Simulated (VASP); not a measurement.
Here is a VASP 6.6.1 calculation.

Contents of INCAR:

```
SYSTEM = NaH13O7
ALGO = Normal
EDIFF = 1E-7
ENCUT = 520
GGA = PE
ISIF = 2
ISMEAR = -1
IVDW = 12
LASPH = .True.
LCHARG = .False.
LREAL = Auto
LWAVE = .False.
NBANDS = 47
NELM = 100
PREC = Accurate
SIGMA = 0.02
```

Contents of KPOINTS:

```
k-points
0
Gamma
  1 1 1
  0 0 0
```

POSCAR

```
NaH13O7
1.0
    6.0731780000      0.0000000000      0.0000000000
    0.0000000000      6.0731780000      0.0000000000
    0.0000000000      0.0000000000      6.0731780000
O H Na
7 13 1
Direct
    0.6872013441      0.3450360833      0.1892951486
    0.2212739307      0.1105797015      0.2166344018
    0.5351529955      0.0939743171      0.5955642744
   -0.0472874093      0.3818745921      0.5274532199
    0.8684930506      0.8164806331      0.9825838488
    0.2627015848      0.5281781512      1.0112282451
    0.6522263148      0.5218640157      0.7767485601
    0.5483311514      0.4241075569      0.2068095310
    0.7910513320      0.4135911220      0.2959122659
    0.2247319753      0.2563726352      0.1439013274
    0.2887003110      0.0120655271      0.1091173752
    0.5576352312      0.2476433106      0.6477829897
    0.4199623344      0.1072343465      0.4834101883
    0.0960746013      0.4367757727      0.5706096072
   -0.1652420923      0.4492058829      0.6383743052
    0.7674880585      0.7029168525      0.8907084592
    0.8655003635      0.9484092690      0.8923033336
    0.1446795127      0.6362273506      0.9833541823
    0.3886896232      0.5567854256      0.9078809010
    0.6830100851      0.4276485647      0.9060415084
    0.8517330015      1.0272272896      0.3398224269
```

Potentials or basis: VASP PAW PBE potentials, release 64 (O, H, Na_pv).

Command:

```bash
$ cat potpaw_PBE.64/O/POTCAR potpaw_PBE.64/H/POTCAR potpaw_PBE.64/Na_pv/POTCAR > POTCAR
$ mpirun -np 1 vasp_gam > vasp.out
```

(1) Estimate the pressure.

(2) Predict the dispersion energy per atom.

(3) What does it give for the largest force?

## Answers

(1) -0.9 GPa.

(2) -0.042 eV.

(3) 0.369 eV/Å.

Caveat: the k points lie up to 1.03 Å⁻¹ apart.
